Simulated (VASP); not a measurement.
# GaSb (F-43m) in VASP: further runs, part 2 of 2

VASP 6.6.1. Earlier steps stand in the parts before.

## (3) Single point, r2SCAN

This run uses another cell than the first one, of 25.16 Å³/atom.

Input file POSCAR:

```
GaSb
1.0
    0.0000000000      2.9302200646      2.9302200646
    2.9302200646      0.0000000000      2.9302200646
    2.9302200646      2.9302200646      0.0000000000
Ga Sb
1 1
Direct
    0.0000000000      0.0000000000      0.0000000000
    0.7500000000      0.7500000000      0.7500000000
```

Input file INCAR.step1:

```
SYSTEM = GaSb
ALGO = Normal ; EDIFF = 1E-4
ENCUT = 520 ; GGA = PE
ISMEAR = 0 ; LASPH = .True.
LCHARG = .False. ; LREAL = .False.
LWAVE = .True. ; NBANDS = 16
NELM = 60 ; PREC = Accurate
SIGMA = 0.01
```

Input file INCAR.step2:

```
SYSTEM = GaSb
ALGO = Normal ; EDIFF = 1E-6
ENCUT = 520 ; ISIF = 2
ISMEAR = 0 ; ISTART = 1
LASPH = .True. ; LCHARG = .False.
LMIXTAU = .True. ; LREAL = .False.
LWAVE = .False. ; METAGGA = R2SCAN
NBANDS = 16 ; NELM = 60
PREC = Accurate ; SIGMA = 0.01
```

Input file KPOINTS:

```
k-points
0
Gamma
  8 8 8
  0 0 0
```

Potentials or basis: VASP PAW PBE potentials, release 64 (Ga_d, Sb).

On the command line:

```
$ cat potpaw_PBE.64/Ga_d/POTCAR potpaw_PBE.64/Sb/POTCAR > POTCAR
$ cp INCAR.step1 INCAR
$ mpirun -np 1 vasp_std > vasp.out
$ cp INCAR.step2 INCAR
$ mpirun -np 1 vasp_std > vasp.out
```

OUTCAR:

```text
SYSTEM = GaSb
   EDIFF = 1E-6
   ENCUT = 520
   ISIF = 2
   ISMEAR = 0
   ISTART = 1
   LASPH = .True.
   LREAL = .False.
   METAGGA = R2SCAN
   NELM = 60
   PREC = Accurate

 ion  position               nearest neighbor table
   1  0.000  0.000  0.000-   2 2.54   2 2.54   2 2.54   2 2.54
   2  0.750  0.750  0.750-   1 2.54   1 2.54   1 2.54   1 2.54

  LATTYP: Found a face centered cubic cell.
 ALAT       =     5.8604401292

  Lattice vectors:

 A1 = (   0.0000000000,   2.9302200646,   2.9302200646)
 A2 = (   2.9302200646,   0.0000000000,   2.9302200646)
 A3 = (   2.9302200646,   2.9302200646,   0.0000000000)

Analysis of symmetry for initial positions (statically):
=====================================================================
 Subroutine PRICEL returns:
 Original cell was already a primitive cell.

 Routine SETGRP: Setting up the symmetry group for a
 face centered cubic supercell.

 Subroutine GETGRP returns: Found 24 space group operations
 (whereof 24 operations were pure point group operations)
 out of a pool of 48 trial point group operations.

The static configuration has the point symmetry T_d .

Analysis of symmetry for dynamics (positions and initial velocities):
=====================================================================
 Subroutine PRICEL returns:
 Original cell was already a primitive cell.

 Routine SETGRP: Setting up the symmetry group for a
 face centered cubic supercell.

 Subroutine GETGRP returns: Found 24 space group operations
 (whereof 24 operations were pure point group operations)
 out of a pool of 48 trial point group operations.

The dynamic configuration has the point symmetry T_d .

 Subroutine INISYM returns: Found 24 space group operations
 (whereof 24 operations are pure point group operations),
 and found     1 'primitive' translations

----------------------------------------------------------------------------------------

                                     Primitive cell

  volume of cell :      50.3189

  direct lattice vectors                    reciprocal lattice vectors
     0.000000000  2.930220065  2.930220065    -0.170635648  0.170635648  0.170635648
     2.930220065  0.000000000  2.930220065     0.170635648 -0.170635648  0.170635648
     2.930220065  2.930220065  0.000000000     0.170635648  0.170635648 -0.170635648

  length of vectors
     4.143956956  4.143956956  4.143956956     0.295549612  0.295549612  0.295549612

  position of ions in fractional coordinates (direct lattice)
     0.000000000  0.000000000  0.000000000
     0.750000000  0.750000000  0.750000000

  ion indices of the primitive-cell ions
   primitive index   ion index
                 1           1
                 2           2

----------------------------------------------------------------------------------------

 KPOINTS: k-points

Automatic generation of k-mesh.
 Grid dimensions read from file:
 generate k-points for:    8    8    8

 Generating k-lattice:

  Cartesian coordinates                     Fractional coordinates (reciprocal lattice)
    -0.021329456  0.021329456  0.021329456     0.125000000  0.000000000  0.000000000
     0.021329456 -0.021329456  0.021329456     0.000000000  0.125000000  0.000000000
     0.021329456  0.021329456 -0.021329456     0.000000000  0.000000000  0.125000000

  Length of vectors
     0.036943702  0.036943702  0.036943702

  Shift w.r.t. Gamma in fractional coordinates (k-lattice)
     0.000000000  0.000000000  0.000000000

 Subroutine IBZKPT returns following result:
 ===========================================

 Found     29 irreducible k-points:

 Following reciprocal coordinates:
            Coordinates               Weight
  0.000000  0.000000  0.000000      1.000000
  0.125000  0.000000  0.000000      8.000000
  0.250000  0.000000  0.000000      8.000000
  0.375000  0.000000  0.000000      8.000000
  0.500000  0.000000  0.000000      4.000000
  0.125000  0.125000  0.000000      6.000000
[... 16 lines left out ...]
  0.500000  0.250000  0.125000     48.000000
 -0.375000  0.250000  0.125000     24.000000
 [... further k-points ...]
   k-points           NKPTS =     29   k-points in BZ     NKDIM =     29   number of bands    NBANDS=     16
   number of dos      NEDOS =    301   number of ions     NIONS =      2
   total plane-waves  NPLWV =  32768
   dimension x,y,z NGX =    32 NGY =   32 NGZ =   32
   dimension x,y,z NGXF=    64 NGYF=   64 NGZF=   64
   ions per type =               1   1
   NGX,Y,Z   is equivalent  to a cutoff of  12.84, 12.84, 12.84 a.u.
   NGXF,Y,Z  is equivalent  to a cutoff of  25.68, 25.68, 25.68 a.u.
 SYSTEM =  GaSb
   PREC   = accura    normal or accurate (medium, high low for compatibility)
   ISTART =      1    job   : 0-new  1-cont  2-samecut
   ICHARG =      0    charge: 1-file 2-atom 10-const
   ISPIN  =      1    spin polarized calculation?
   LNONCOLLINEAR =      F non collinear calculations
   LSORBIT =      F    spin-orbit coupling
   LASPH  =      T    aspherical Exc in radial PAW
   ENCUT  =  520.0 eV  38.22 Ry    6.18 a.u.   7.71  7.71  7.71*2*pi/ulx,y,z
   NELM   =     60;   NELMIN=  2; NELMDL=  0     # of ELM steps
   EDIFF  = 0.1E-05   stopping-criterion for ELM
   LREAL  =      F    real-space projection
   EDIFFG = 0.1E-04   stopping-criterion for IOM
   NSW    =      0    number of steps for IOM
   IBRION =     -1    ionic relax: 0-MD 1-quasi-New 2-CG
   NFREE  =      0    steps in history (QN), initial steepest desc. (CG)
   ISIF   =      2    stress and relaxation
   ISYM   =      2    0-nonsym 1-usesym 2-fastsym
   POTIM  = 0.5000    time-step for ionic-motion
   TEBEG  =    0.0;   TEEND  =   0.0 temperature during run
   PSTRESS=    0.0 pullay stress
   NELECT =      18.0000    total number of electrons
   NUPDOWN=      -1.0000    fix difference up-down
   EMIN   =  10.00;   EMAX   =-10.00  energy-range for DOS
   EFERMI =   0.00;   METHOD = LEGACY
   ISMEAR =     0;   SIGMA  =   0.01  broadening in eV -4-tet -1-fermi 0-gaus
   EFERMI_NEDOS =   21; number of points for ismear=-14 and -15
   IALGO  =     38    algorithm
   IMIX   =      4    mixing-type and parameters
     AMIX     =   0.40;   BMIX     =  1.00
     AMIX_MAG =   1.60;   BMIX_MAG =  1.00
  volume/ion in A,a.u.               =      25.16       169.78
  Fermi-wavevector in a.u.,A,eV,Ry     =   1.162132  2.196111 18.375356  1.350551
  Thomas-Fermi vector in A             =   2.298696
   LORBIT       =      0    0 simple, 1 ext, 2 COOP (PROOUT), +10 PAW based schemes
   METAGGA = R2SCAN    functional components
   LHFCALC =     F    Hartree Fock is set to
   AEXX    =    0.0000 exact exchange contribution
   IVDW    =     0    specifies the selected vdW correction
   LEPSILON=     F    determine dielectric tensor
   LRPA    =     F    only Hartree local field effects (RPA)
 non-spin polarized calculation
 Gauss-broadening in eV      SIGMA  =   0.01
  energy-cutoff  :      520.00
  volume of cell :       50.32
 maximum number of plane-waves:      1366
   NGX = 15   NGY = 15   NGZ = 15

 number of electron      17.9999999 magnetization

 Free energy of the ion-electron system (eV)
  ---------------------------------------------------
  ext. energy  EPLUGINS =         0.00000000
  ---------------------------------------------------
  free energy    TOTEN  =       -37.39484781 eV

  energy without entropy =      -37.39484781  energy(sigma->0) =      -37.39484781

 E-fermi :   6.2300     XC(G=0): -10.3347

 val. band max:        6.1258492640   @ k =   0.0000   0.0000   0.0000
 cond. band min:       7.0116418248   @ k =   0.3750   0.3750   0.0000
 fundamental gap:      0.8857925608
 Fermi energy:         6.2299747670

 k-point     1 :       0.0000    0.0000    0.0000
  band No.  band energies     occupation
      1      -9.6875      2.00000
      2      -9.6875      2.00000
      3      -9.6875      2.00000
      4      -9.6052      2.00000
      5      -9.6052      2.00000
      6      -6.8261      2.00000
[... 8 lines left out ...]
     15      15.3674      0.00000
     16      15.3674      0.00000
[... 419 lines left out ...]
 k-point    24 :      -0.3750    0.2500    0.1250
  band No.  band energies     occupation
      1      -9.7460      2.00000
      2      -9.6636      2.00000
      3      -9.6589      2.00000
      4      -9.6112      2.00000
      5      -9.6056      2.00000
      6      -4.2846      2.00000
[... 8 lines left out ...]
     15      16.5996      0.00000
     16      17.5088      0.00000

 [... further k-points ...]

------------------------ aborting loop because EDIFF is reached ----------------------------------------

  FORCE on cell =-STRESS in cart. coord.  units (eV):
  Direction    XX          YY          ZZ          XY          YZ          ZX
  --------------------------------------------------------------------------------------
  -------------------------------------------------------------------------------------
  Total        3.1695417      3.1695417      3.1695417      0.0000000      0.0000000     -0.0000000
  in kB      100.9197917    100.9197917    100.9197917      0.0000000      0.0000000     -0.0000000
  external PRESSURE =     100.9197917 kB  Pullay stress =       0.0000000 kB

 VOLUME and BASIS-vectors are now :
 -----------------------------------------------------------------------------
  energy-cutoff  :      520.00
  volume of cell :       50.32
      direct lattice vectors                 reciprocal lattice vectors
     0.000000000  2.930220065  2.930220065    -0.170635648  0.170635648  0.170635648
     2.930220065  0.000000000  2.930220065     0.170635648 -0.170635648  0.170635648
     2.930220065  2.930220065  0.000000000     0.170635648  0.170635648 -0.170635648

 POSITION                                       TOTAL-FORCE (eV/Angst)
 -----------------------------------------------------------------------------------
      0.00000      0.00000      0.00000        -0.000000     -0.000000     -0.000000
      4.39533      4.39533      4.39533         0.000000      0.000000      0.000000
 -----------------------------------------------------------------------------------
    total drift:                               -0.000000     -0.000000     -0.000000

  FREE ENERGIE OF THE ION-ELECTRON SYSTEM (eV)
  ---------------------------------------------------
  free  energy   TOTEN  =       -37.3948478070 eV

  energy  without entropy=      -37.3948478070  energy(sigma->0) =      -37.39484781
```

Run time: 46 s. Hardware: 1 thread of Intel Xeon Platinum 8124M at 3.00GHz (Skylake/Cascade Lake), shared host; peak memory 0.19 GiB.

What came out:

| Item | Value |
| --- | --- |
| Free energy | -37.3948 eV |
| Pressure | 10.1 GPa |
| Band gap on the k mesh | 0.89 eV (least direct gap 1.47 eV) |

Levels at points of the mesh, in eV from the valence-band top:
```tsv
k point	band 7	band 8	band 9	band 10	band 11	band 12
(0.00, 0.00, 0.00)	0.00	0.00	0.00	1.47	2.91	2.91
(0.50, 0.00, 0.00)	-7.33	-1.45	-1.45	1.00	3.97	3.97
(0.50, 0.50, 0.00)	-7.73	-3.21	-3.21	0.94	1.21	10.16
```

Caveat: the cell stands under pressure; the PAW data sets were made with another functional, which shifts forces and pressure a little; spin-orbit coupling is left out, which moves the levels of the heavy elements.
